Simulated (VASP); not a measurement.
# SrAg3: single point with PBE

The system is SrAg3.

```
Sr Ag
1.0
     4.57087    0.00000    0.00000
     0.00000    4.57087    0.00000
     0.00000    0.00000    4.70799
Sr Ag
1 3
Direct
  0.00000 0.00000 0.00000
  0.00000 0.50000 0.50000
  0.50000 0.50000 0.00000
  0.50000 0.00000 0.50000
```

```json
{"Program": "VASP 6.6.1", "Task": "single point", "Functional": "PBE", "Potentials or basis": "VASP PAW PBE potentials, release 64 (Sr_sv, Ag)", "Cutoff": "520 eV", "k mesh": "8 × 8 × 8", "Occupations": "gaussian, width 0.05 eV", "Spin": "no spin polarisation"}
```

```
Pressure : -1.0 GPa
```

Stress tensor (GPa, compression positive):
```
-0.68  0.00  0.00
 0.00 -0.68  0.00
 0.00  0.00 -1.55
```

Levels at points of the mesh, in eV from the Fermi level:
| k point | band 19 | band 20 | band 21 | band 22 | band 23 | band 24 |
| --- | --- | --- | --- | --- | --- | --- |
| (0.00, 0.00, 0.00) | -3.45 | -3.35 | 1.27 | 1.54 | 1.61 | 1.97 |
| (0.50, 0.00, 0.00) | -3.45 | -3.40 | -3.21 | 1.50 | 1.70 | 1.73 |
| (0.50, 0.50, 0.00) | -3.89 | -2.79 | -0.95 | -0.85 | -0.85 | 2.45 |
| (0.00, 0.00, 0.50) | -3.51 | -3.34 | -3.34 | 1.75 | 1.75 | 1.81 |
| (0.50, 0.00, 0.50) | -3.94 | -2.82 | -1.02 | -1.02 | -1.00 | 2.49 |
| (0.50, 0.50, 0.50) | -3.56 | -0.23 | -0.12 | -0.07 | -0.07 | 0.59 |

Wall time 3.2 min on 1 thread of Intel(R) Xeon(R) Platinum 8488C (Sapphire Rapids), with other jobs on the host, peak memory 0.33 GiB.
